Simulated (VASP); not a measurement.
# BaTe (wurtzite type) (P6_3mc) in VASP: single point with PBE

Aim: the single point of BaTe (wurtzite type) with PBE.

Everything below comes from runs of VASP 6.6.1. Logs are shortened: lines on timing, memory, paths and dates and some standing lists are left out, and cuts for length are marked.

## (1) The cell of the first run

The typed cell holds 4 atoms: a = 5.979 Å, b = 5.979 Å, c = 7.000 Å, α = 90.00°, β = 90.00°, γ = 120.00°.

## (2) Single point, PBE

The input, INCAR:

```
SYSTEM = BaTe
ALGO = Normal
EDIFF = 1E-6
ENCUT = 520
GGA = PE
ISIF = 2
ISMEAR = -1
LASPH = .TRUE.
LCHARG = .FALSE.
LREAL = .FALSE.
LWAVE = .FALSE.
NBANDS = 24
NELM = 100
PREC = Accurate
SIGMA = 0.08
```

The input, KPOINTS:

```
k-points
0
G
  8 8 5
  0 0 0
```

The input, POSCAR:

```
BaTe
1.0
    5.9794057673      0.0000000000      0.0000000000
   -2.9897028837      5.1783172940      0.0000000000
    0.0000000000      0.0000000000      7.0000356465
Ba Te
2 2
Direct
    0.3333333333      0.6666666667     -0.0619137239
    0.6666666667      0.3333333333      0.4380862761
    0.3333333333      0.6666666667      0.4379137239
    0.6666666667      0.3333333333      0.9379137239
```

Potentials or basis: VASP PAW PBE potentials, release 64 (Ba_sv, Te).

Started as:

```console
$ cat potpaw_PBE.64/Ba_sv/POTCAR potpaw_PBE.64/Te/POTCAR > POTCAR
$ mpirun -np 1 vasp_std > vasp.out
```

OUTCAR:

```text
SYSTEM = BaTe
   EDIFF = 1E-6
   ENCUT = 520
   GGA = PE
   ISIF = 2
   ISMEAR = -1
   LASPH = .TRUE.
   LREAL = .FALSE.
   NELM = 100
   PREC = Accurate

 ion  position               nearest neighbor table
   1  0.333  0.667  0.938-   4 3.45   4 3.45   4 3.45   3 3.50   3 3.50
   2  0.667  0.333  0.438-   3 3.45   3 3.45   3 3.45   4 3.50   4 3.50
   3  0.333  0.667  0.438-   2 3.45   2 3.45   2 3.45   1 3.50   1 3.50
   4  0.667  0.333  0.938-   1 3.45   1 3.45   1 3.45   2 3.50   2 3.50

  LATTYP: Found a hexagonal cell.
 ALAT       =     5.9794057673
 C/A-ratio  =     1.1706908544

  Lattice vectors:

 A1 = (   5.9794057673,   0.0000000000,   0.0000000000)
 A2 = (  -2.9897028837,   5.1783172940,   0.0000000000)
 A3 = (   0.0000000000,   0.0000000000,   7.0000356465)

Analysis of symmetry for initial positions (statically):
=====================================================================
 Subroutine PRICEL returns:
 Original cell was already a primitive cell.

 Routine SETGRP: Setting up the symmetry group for a
 hexagonal supercell.

 Subroutine GETGRP returns: Found 12 space group operations
 (whereof  6 operations were pure point group operations)
 out of a pool of 24 trial point group operations.

The static configuration has the point symmetry C_3v.
 The point group associated with its full space group is C_6v.

Analysis of symmetry for dynamics (positions and initial velocities):
=====================================================================
 Subroutine PRICEL returns:
 Original cell was already a primitive cell.

 Routine SETGRP: Setting up the symmetry group for a
 hexagonal supercell.

 Subroutine GETGRP returns: Found 12 space group operations
 (whereof  6 operations were pure point group operations)
 out of a pool of 24 trial point group operations.

The dynamic configuration has the point symmetry C_3v.
 The point group associated with its full space group is C_6v.

 Subroutine INISYM returns: Found 12 space group operations
 (whereof  6 operations are pure point group operations),
 and found     1 'primitive' translations

----------------------------------------------------------------------------------------

                                     Primitive cell

  volume of cell :     216.7439

  direct lattice vectors                    reciprocal lattice vectors
     5.979405767  0.000000000  0.000000000     0.167240699  0.096556463  0.000000000
    -2.989702884  5.178317294  0.000000000     0.000000000  0.193112925  0.000000000
     0.000000000  0.000000000  7.000035646     0.000000000  0.000000000  0.142856415

  length of vectors
     5.979405767  5.979405767  7.000035646     0.193112925  0.193112925  0.142856415

  position of ions in fractional coordinates (direct lattice)
     0.333333333  0.666666667  0.938086276
     0.666666667  0.333333333  0.438086276
     0.333333333  0.666666667  0.437913724
     0.666666667  0.333333333  0.937913724

  ion indices of the primitive-cell ions
   primitive index   ion index
                 1           1
                 2           2
                 3           3
                 4           4

----------------------------------------------------------------------------------------

 KPOINTS: k-points

Automatic generation of k-mesh.
 Grid dimensions read from file:
 generate k-points for:    8    8    5

 Generating k-lattice:

  Cartesian coordinates                     Fractional coordinates (reciprocal lattice)
     0.020905087  0.012069558  0.000000000     0.125000000  0.000000000  0.000000000
     0.000000000  0.024139116  0.000000000     0.000000000  0.125000000  0.000000000
     0.000000000  0.000000000  0.028571283     0.000000000  0.000000000  0.200000000

  Length of vectors
     0.024139116  0.024139116  0.028571283

  Shift w.r.t. Gamma in fractional coordinates (k-lattice)
     0.000000000  0.000000000  0.000000000

 Subroutine IBZKPT returns following result:
 ===========================================

 Found     30 irreducible k-points:

 Following reciprocal coordinates:
            Coordinates               Weight
  0.000000  0.000000  0.000000      1.000000
  0.125000  0.000000  0.000000      6.000000
  0.250000  0.000000  0.000000      6.000000
  0.375000  0.000000  0.000000      6.000000
  0.500000  0.000000  0.000000      3.000000
  0.125000  0.125000  0.000000      6.000000
[... 16 lines left out ...]
  0.250000  0.000000  0.400000     12.000000
  0.375000  0.000000  0.400000     12.000000
 [... further k-points ...]
   k-points           NKPTS =     30   k-points in BZ     NKDIM =     30   number of bands    NBANDS=     24
   number of dos      NEDOS =    301   number of ions     NIONS =      4
   total plane-waves  NPLWV = 124416
   dimension x,y,z NGX =    48 NGY =   48 NGZ =   54
   dimension x,y,z NGXF=    96 NGYF=   96 NGZF=  108
   ions per type =               2   2
   NGX,Y,Z   is equivalent  to a cutoff of  13.35, 13.35, 12.82 a.u.
   NGXF,Y,Z  is equivalent  to a cutoff of  26.69, 26.69, 25.65 a.u.
 SYSTEM =  BaTe
   PREC   = accura    normal or accurate (medium, high low for compatibility)
   ISTART =      0    job   : 0-new  1-cont  2-samecut
   ICHARG =      2    charge: 1-file 2-atom 10-const
   ISPIN  =      1    spin polarized calculation?
   LNONCOLLINEAR =      F non collinear calculations
   LSORBIT =      F    spin-orbit coupling
   LASPH  =      T    aspherical Exc in radial PAW
   ENCUT  =  520.0 eV  38.22 Ry    6.18 a.u.  11.12 11.12 13.02*2*pi/ulx,y,z
   NELM   =    100;   NELMIN=  2; NELMDL= -5     # of ELM steps
   EDIFF  = 0.1E-05   stopping-criterion for ELM
   LREAL  =      F    real-space projection
   EDIFFG = 0.1E-04   stopping-criterion for IOM
   NSW    =      0    number of steps for IOM
   IBRION =     -1    ionic relax: 0-MD 1-quasi-New 2-CG
   NFREE  =      0    steps in history (QN), initial steepest desc. (CG)
   ISIF   =      2    stress and relaxation
   ISYM   =      2    0-nonsym 1-usesym 2-fastsym
   POTIM  = 0.5000    time-step for ionic-motion
   TEBEG  =    0.0;   TEEND  =   0.0 temperature during run
   PSTRESS=    0.0 pullay stress
   NELECT =      32.0000    total number of electrons
   NUPDOWN=      -1.0000    fix difference up-down
   EMIN   =  10.00;   EMAX   =-10.00  energy-range for DOS
   EFERMI =   0.00;   METHOD = LEGACY
   ISMEAR =    -1;   SIGMA  =   0.08  broadening in eV -4-tet -1-fermi 0-gaus
   EFERMI_NEDOS =   21; number of points for ismear=-14 and -15
   IALGO  =     38    algorithm
   IMIX   =      4    mixing-type and parameters
     AMIX     =   0.40;   BMIX     =  1.00
     AMIX_MAG =   1.60;   BMIX_MAG =  1.00
  volume/ion in A,a.u.               =      54.19       365.67
  Fermi-wavevector in a.u.,A,eV,Ry     =   0.865252  1.635089 10.186147  0.748661
  Thomas-Fermi vector in A             =   1.983468
   LORBIT       =      0    0 simple, 1 ext, 2 COOP (PROOUT), +10 PAW based schemes
   GGA     = PE    functional components
   LHFCALC =     F    Hartree Fock is set to
   AEXX    =    0.0000 exact exchange contribution
   IVDW    =     0    specifies the selected vdW correction
   LEPSILON=     F    determine dielectric tensor
   LRPA    =     F    only Hartree local field effects (RPA)
 non-spin polarized calculation
  energy-cutoff  :      520.00
  volume of cell :      216.74
 maximum number of plane-waves:      5870
 NGX is ok and might be reduce to    48
   NGX = 23   NGY = 23   NGZ = 27

 number of electron      32.0000000 magnetization

 Free energy of the ion-electron system (eV)
  ---------------------------------------------------
  ext. energy  EPLUGINS =         0.00000000
  ---------------------------------------------------
  free energy    TOTEN  =       -16.77845584 eV

  energy without entropy =      -16.77845526  energy(sigma->0) =      -16.77845555

 E-fermi :   1.9495     XC(G=0):  -7.0727

 val. band max:        1.0102083295   @ k =   0.0000   0.0000   0.0000
 cond. band min:       2.9363144255   @ k =   0.3750   0.2500   0.0000
 fundamental gap:      1.9261060959
 Fermi energy:         1.9495061543

 k-point     1 :       0.0000    0.0000    0.0000
  band No.  band energies     occupation
      1     -26.2623      2.00000
      2     -26.2481      2.00000
      3     -11.5548      2.00000
      4     -11.5142      2.00000
      5     -11.5142      2.00000
      6     -11.4491      2.00000
[... 16 lines left out ...]
     23       5.5194      0.00000
     24       6.3183      0.00000

 k-point     2 :       0.1250    0.0000    0.0000
  band No.  band energies     occupation
      1     -26.2617      2.00000
      2     -26.2485      2.00000
      3     -11.5489      2.00000
      4     -11.5285      2.00000
      5     -11.5174      2.00000
      6     -11.4674      2.00000
[... 16 lines left out ...]
     23       5.6549      0.00000
     24       5.7375      0.00000

 k-point     3 :       0.2500    0.0000    0.0000
  band No.  band energies     occupation
      1     -26.2601      2.00000
      2     -26.2495      2.00000
      3     -11.5621      2.00000
      4     -11.5326      2.00000
      5     -11.5248      2.00000
      6     -11.5101      2.00000
[... 16 lines left out ...]
     23       5.5322      0.00000
     24       5.7764      0.00000

 k-point     4 :       0.3750    0.0000    0.0000
  band No.  band energies     occupation
      1     -26.2579      2.00000
      2     -26.2510      2.00000
      3     -11.5944      2.00000
      4     -11.5511      2.00000
      5     -11.5319      2.00000
      6     -11.5108      2.00000
[... 16 lines left out ...]
     23       5.5344      0.00000
     24       5.7748      0.00000

 k-point     5 :       0.5000    0.0000    0.0000
  band No.  band energies     occupation
      1     -26.2567      2.00000
      2     -26.2520      2.00000
      3     -11.6075      2.00000
      4     -11.5677      2.00000
      5     -11.5347      2.00000
      6     -11.4974      2.00000
[... 451 lines left out ...]
 k-point    22 :       0.1250    0.0000    0.4000
  band No.  band energies     occupation
      1     -26.2571      2.00000
      2     -26.2531      2.00000
      3     -11.5836      2.00000
      4     -11.5490      2.00000
      5     -11.4935      2.00000
      6     -11.4723      2.00000
[... 16 lines left out ...]
     23       5.9047      0.00000
     24       6.0016      0.00000

 k-point    23 :       0.2500    0.0000    0.4000
  band No.  band energies     occupation
      1     -26.2564      2.00000
      2     -26.2531      2.00000
      3     -11.6360      2.00000
      4     -11.6120      2.00000
      5     -11.4984      2.00000
      6     -11.4749      2.00000
[... 16 lines left out ...]
     23       5.4529      0.00000
     24       5.7610      0.00000

 k-point    24 :       0.3750    0.0000    0.4000
  band No.  band energies     occupation
      1     -26.2555      2.00000
      2     -26.2534      2.00000
      3     -11.6775      2.00000
      4     -11.6613      2.00000
      5     -11.5032      2.00000
      6     -11.4777      2.00000
[... 16 lines left out ...]
     23       5.6829      0.00000
     24       5.7784      0.00000

 [... further k-points ...]
[... 5 lines left out ...]
  --------------------------------------------------------------------------------------
  -------------------------------------------------------------------------------------
  Total        0.2116871      0.2116871      0.3793497     -0.0000000      0.0000000      0.0000000
  in kB        1.5647974      1.5647974      2.8041638     -0.0000000      0.0000000      0.0000000
  external PRESSURE =       1.9779195 kB  Pullay stress =       0.0000000 kB

 VOLUME and BASIS-vectors are now :
 -----------------------------------------------------------------------------
  energy-cutoff  :      520.00
  volume of cell :      216.74
      direct lattice vectors                 reciprocal lattice vectors
     5.979405767  0.000000000  0.000000000     0.167240699  0.096556463  0.000000000
    -2.989702884  5.178317294  0.000000000     0.000000000  0.193112925  0.000000000
     0.000000000  0.000000000  7.000035646     0.000000000  0.000000000  0.142856415

 POSITION                                       TOTAL-FORCE (eV/Angst)
 -----------------------------------------------------------------------------------
     -0.00000      3.45221      6.56664        -0.000000      0.000000     -0.002716
      2.98970      1.72611      3.06662         0.000000      0.000000     -0.002716
     -0.00000      3.45221      3.06541        -0.000000      0.000000      0.002716
      2.98970      1.72611      6.56543         0.000000     -0.000000      0.002716
 -----------------------------------------------------------------------------------
    total drift:                               -0.000000      0.000000     -0.000091

  FREE ENERGIE OF THE ION-ELECTRON SYSTEM (eV)
  ---------------------------------------------------
  free  energy   TOTEN  =       -16.7784558386 eV

  energy  without entropy=      -16.7784552559  energy(sigma->0) =      -16.77845555
```

Wall time 3.4 min (1 thread of Intel Xeon Platinum 8488C (Sapphire Rapids), shared host); peak memory 0.42 GiB.

Results:

* Free energy: -16.7785 eV
* Pressure: 0.2 GPa
* Band gap on the k mesh: 1.93 eV, indirect (least direct gap 2.23 eV)

Forces on the atoms (eV/Å):
```
Ba   0.000  0.000 -0.003
Ba   0.000  0.000 -0.003
Te   0.000  0.000  0.003
Te   0.000  0.000  0.003
```

Caveat: spin-orbit coupling is left out, which moves the levels of the heavy elements. A k mesh can miss the band edges.
